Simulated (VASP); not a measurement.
# IrRh2 (P-6m2) in VASP: notebook, part 2 of 2

VASP 6.6.1. Earlier steps stand in the parts before.

## (3) Single point, PBE

Input file INCAR:

```
PREC     = Accurate       # precision mode
ENCUT    = 520            # plane-wave cutoff, eV
EDIFF    = 1E-7           # SCF threshold, eV
ISMEAR   = 0              # smearing method
SIGMA    = 0.1            # smearing width, eV
LREAL    = False          # projectors in reciprocal space
LASPH    = True           # aspherical terms in the spheres
NELM     = 100            # most SCF steps
ALGO     = Fast           # electronic algorithm
ISIF     = 2              # what is computed and relaxed
LWAVE    = False          # write WAVECAR
LCHARG   = True           # write CHGCAR
GGA      = PE             # functional
LELF     = True           # ELF
LVHAR    = True         
NBANDS   = 48             # bands
```

Input file KPOINTS:

```
regular mesh
0
Gamma
  18 18 4
```

Input file POSCAR:

```
IrRh2
1.0
    2.7314326671      0.0000000000      0.0000000000
   -1.3657163336      2.3654900785      0.0000000000
    0.0000000000      0.0000000000     13.2257065049
Ir Rh
2 4
Direct
    0.6666666667      0.3333333333      0.3327052934
    0.6666666667      0.3333333333      0.6672947066
    0.6666666667      0.3333333333      0.0000000000
    0.3333333333      0.6666666667      0.8331826109
    0.3333333333      0.6666666667      0.1668173891
    0.3333333333      0.6666666667      0.5000000000
```

Potentials or basis: VASP PAW PBE potentials, release 64 (Ir, Rh_pv).

Command:

```console
$ cat potpaw_PBE.64/Ir/POTCAR potpaw_PBE.64/Rh_pv/POTCAR > POTCAR
$ mpirun -np 1 vasp_std > vasp.out
```

OUTCAR:

```text
PREC = Accurate
   ENCUT = 520
   EDIFF = 1E-7
   ISMEAR = 0
   LREAL = False
   LASPH = True
   NELM = 100
   ISIF = 2
   GGA = PE

 ion  position               nearest neighbor table
   1  0.667  0.333  0.333-   5 2.70   5 2.70   5 2.70   6 2.72   6 2.72   6 2.72
   2  0.667  0.333  0.667-   4 2.70   4 2.70   4 2.70   6 2.72   6 2.72   6 2.72
   3  0.667  0.333  0.000-   4 2.71   5 2.71   4 2.71   5 2.71   4 2.71   5 2.71
   4  0.333  0.667  0.833-   2 2.70   2 2.70   2 2.70   3 2.71   3 2.71   3 2.71
   5  0.333  0.667  0.167-   1 2.70   1 2.70   1 2.70   3 2.71   3 2.71   3 2.71
   6  0.333  0.667  0.500-   1 2.72   2 2.72   1 2.72   2 2.72   1 2.72   2 2.72

  LATTYP: Found a hexagonal cell.
 ALAT       =     2.7314326671
 C/A-ratio  =     4.8420401001

  Lattice vectors:

 A1 = (   2.7314326671,   0.0000000000,   0.0000000000)
 A2 = (  -1.3657163336,   2.3654900785,   0.0000000000)
 A3 = (   0.0000000000,   0.0000000000,  13.2257065049)

Analysis of symmetry for initial positions (statically):
=====================================================================
 Subroutine PRICEL returns:
 Original cell was already a primitive cell.

 Routine SETGRP: Setting up the symmetry group for a
 hexagonal supercell.

 Subroutine GETGRP returns: Found 12 space group operations
 (whereof 12 operations were pure point group operations)
 out of a pool of 24 trial point group operations.

The static configuration has the point symmetry D_3h.

Analysis of symmetry for dynamics (positions and initial velocities):
=====================================================================
 Subroutine PRICEL returns:
 Original cell was already a primitive cell.

 Routine SETGRP: Setting up the symmetry group for a
 hexagonal supercell.

 Subroutine GETGRP returns: Found 12 space group operations
 (whereof 12 operations were pure point group operations)
 out of a pool of 24 trial point group operations.

The dynamic configuration has the point symmetry D_3h.

 Subroutine INISYM returns: Found 12 space group operations
 (whereof 12 operations are pure point group operations),
 and found     1 'primitive' translations

----------------------------------------------------------------------------------------

                                     Primitive cell

  volume of cell :      85.4536

  direct lattice vectors                    reciprocal lattice vectors
     2.731432667  0.000000000  0.000000000     0.366108238  0.211372690  0.000000000
    -1.365716334  2.365490079  0.000000000     0.000000000  0.422745379  0.000000000
     0.000000000  0.000000000 13.225706505     0.000000000  0.000000000  0.075610327

  length of vectors
     2.731432667  2.731432667 13.225706505     0.422745379  0.422745379  0.075610327

  position of ions in fractional coordinates (direct lattice)
     0.666666667  0.333333333  0.332705293
     0.666666667  0.333333333  0.667294707
     0.666666667  0.333333333  0.000000000
     0.333333333  0.666666667  0.833182611
     0.333333333  0.666666667  0.166817389
     0.333333333  0.666666667  0.500000000

  ion indices of the primitive-cell ions
   primitive index   ion index
                 1           1
                 2           2
                 3           3
                 4           4
[... 24 lines left out ...]
 Subroutine IBZKPT returns following result:
 ===========================================

 Found    111 irreducible k-points:

 Following reciprocal coordinates:
            Coordinates               Weight
  0.000000  0.000000  0.000000      1.000000
  0.055556 -0.000000  0.000000      6.000000
  0.111111 -0.000000  0.000000      6.000000
  0.166667 -0.000000  0.000000      6.000000
  0.222222  0.000000  0.000000      6.000000
  0.277778 -0.000000  0.000000      6.000000
[... 16 lines left out ...]
  0.333333  0.111111  0.000000     12.000000
  0.388889  0.111111  0.000000     12.000000
 [... further k-points ...]
   k-points           NKPTS =    111   k-points in BZ     NKDIM =    111   number of bands    NBANDS=     48
   number of dos      NEDOS =    301   number of ions     NIONS =      6
   total plane-waves  NPLWV =  39200
   dimension x,y,z NGX =    20 NGY =   20 NGZ =   98
   dimension x,y,z NGXF=    40 NGYF=   40 NGZF=  196
   ions per type =               2   4
   NGX,Y,Z   is equivalent  to a cutoff of  12.17, 12.17, 12.32 a.u.
   NGXF,Y,Z  is equivalent  to a cutoff of  24.35, 24.35, 24.64 a.u.
 SYSTEM =  unknown system
   PREC   = accura    normal or accurate (medium, high low for compatibility)
   ISTART =      0    job   : 0-new  1-cont  2-samecut
   ICHARG =      2    charge: 1-file 2-atom 10-const
   ISPIN  =      1    spin polarized calculation?
   LNONCOLLINEAR =      F non collinear calculations
   LSORBIT =      F    spin-orbit coupling
   LASPH  =      T    aspherical Exc in radial PAW
   ENCUT  =  520.0 eV  38.22 Ry    6.18 a.u.   5.08  5.08 24.59*2*pi/ulx,y,z
   NELM   =    100;   NELMIN=  2; NELMDL= -5     # of ELM steps
   EDIFF  = 0.1E-06   stopping-criterion for ELM
   LREAL  =      F    real-space projection
   EDIFFG = 0.1E-05   stopping-criterion for IOM
   NSW    =      0    number of steps for IOM
   IBRION =     -1    ionic relax: 0-MD 1-quasi-New 2-CG
   NFREE  =      0    steps in history (QN), initial steepest desc. (CG)
   ISIF   =      2    stress and relaxation
   ISYM   =      2    0-nonsym 1-usesym 2-fastsym
   POTIM  = 0.5000    time-step for ionic-motion
   TEBEG  =    0.0;   TEEND  =   0.0 temperature during run
   PSTRESS=    0.0 pullay stress
   NELECT =      78.0000    total number of electrons
   NUPDOWN=      -1.0000    fix difference up-down
   EMIN   =  10.00;   EMAX   =-10.00  energy-range for DOS
   EFERMI =   0.00;   METHOD = LEGACY
   ISMEAR =     0;   SIGMA  =   0.10  broadening in eV -4-tet -1-fermi 0-gaus
   EFERMI_NEDOS =   21; number of points for ismear=-14 and -15
   IALGO  =     68    algorithm
   IMIX   =      4    mixing-type and parameters
     AMIX     =   0.40;   BMIX     =  1.00
     AMIX_MAG =   1.60;   BMIX_MAG =  1.00
  volume/ion in A,a.u.               =      14.24        96.11
  Fermi-wavevector in a.u.,A,eV,Ry     =   1.588045  3.000970 34.312364  2.521888
  Thomas-Fermi vector in A             =   2.687109
   LORBIT       =      0    0 simple, 1 ext, 2 COOP (PROOUT), +10 PAW based schemes
   GGA     = PE    functional components
   LHFCALC =     F    Hartree Fock is set to
   AEXX    =    0.0000 exact exchange contribution
   IVDW    =     0    specifies the selected vdW correction
   LEPSILON=     F    determine dielectric tensor
   LRPA    =     F    only Hartree local field effects (RPA)
 non-spin polarized calculation
 RMM-DIIS sequential band-by-band and
 Gauss-broadening in eV      SIGMA  =   0.10
  energy-cutoff  :      520.00
  volume of cell :       85.45
 maximum number of plane-waves:      2340
   NGX = 11   NGY = 11   NGZ = 49

 number of electron      78.0000021 magnetization

 Free energy of the ion-electron system (eV)
  ---------------------------------------------------
  ext. energy  EPLUGINS =         0.00000000
  ---------------------------------------------------
  free energy    TOTEN  =       -46.58067223 eV

  energy without entropy =      -46.54033987  energy(sigma->0) =      -46.56050605

 E-fermi :  11.0254     XC(G=0): -13.8562

 val. band max:       11.0235960524   @ k =   0.3333   0.3333   0.5000
 cond. band min:      11.0260914043   @ k =   0.2222   0.1667   0.5000
 fundamental gap:      0.0024953519
 Fermi energy:        11.0254223509

 k-point     1 :       0.0000    0.0000    0.0000
  band No.  band energies     occupation
      1     -36.0079      2.00000
      2     -35.9050      2.00000
      3     -35.8504      2.00000
      4     -35.5546      2.00000
      5     -35.5546      2.00000
      6     -35.5124      2.00000
[... 1213 lines left out ...]
     47      15.4687      0.00000
     48      17.0466      0.00000

 [... further k-points ...]
[... 5 lines left out ...]
  --------------------------------------------------------------------------------------
  -------------------------------------------------------------------------------------
  Total        0.0963032      0.0963032      0.0974737     -0.0000000      0.0000000      0.0000000
  in kB        1.8055964      1.8055964      1.8275435     -0.0000000      0.0000000      0.0000000
  external PRESSURE =       1.8129121 kB  Pullay stress =       0.0000000 kB

 VOLUME and BASIS-vectors are now :
 -----------------------------------------------------------------------------
  energy-cutoff  :      520.00
  volume of cell :       85.45
      direct lattice vectors                 reciprocal lattice vectors
     2.731432667  0.000000000  0.000000000     0.366108238  0.211372690  0.000000000
    -1.365716334  2.365490079  0.000000000     0.000000000  0.422745379  0.000000000
     0.000000000  0.000000000 13.225706505     0.000000000  0.000000000  0.075610327

 POSITION                                       TOTAL-FORCE (eV/Angst)
 -----------------------------------------------------------------------------------
      1.36572      0.78850      4.40026        -0.000000     -0.000000      0.005859
      1.36572      0.78850      8.82544        -0.000000      0.000000     -0.005859
      1.36572      0.78850      0.00000        -0.000000      0.000000      0.000000
     -0.00000      1.57699     11.01943         0.000000      0.000000      0.020990
     -0.00000      1.57699      2.20628         0.000000      0.000000     -0.020990
     -0.00000      1.57699      6.61285        -0.000000     -0.000000      0.000000
 -----------------------------------------------------------------------------------
    total drift:                               -0.000001      0.000000     -0.000000

  FREE ENERGIE OF THE ION-ELECTRON SYSTEM (eV)
  ---------------------------------------------------
  free  energy   TOTEN  =       -46.5806722293 eV

  energy  without entropy=      -46.5403398686  energy(sigma->0) =      -46.56050605
```

It took 8.5 min on 1 thread of Intel Xeon 6975P-C, shared host; peak memory 0.45 GiB.

Results:

* Free energy: -46.5807 eV
* Pressure: 0.2 GPa
* Largest force: 0.021 eV/Å
* Band gap on the k mesh: zero (band 39 reaches 11.68 eV, above the bottom of band 40 at 9.44 eV)

Forces on the atoms (eV/Å):
```
Ir   0.000  0.000  0.006
Ir   0.000  0.000 -0.006
Rh   0.000  0.000  0.000
Rh   0.000  0.000  0.021
Rh   0.000  0.000 -0.021
Rh   0.000  0.000  0.000
```

Caveat: spin-orbit coupling is left out, which moves the levels of the heavy elements.
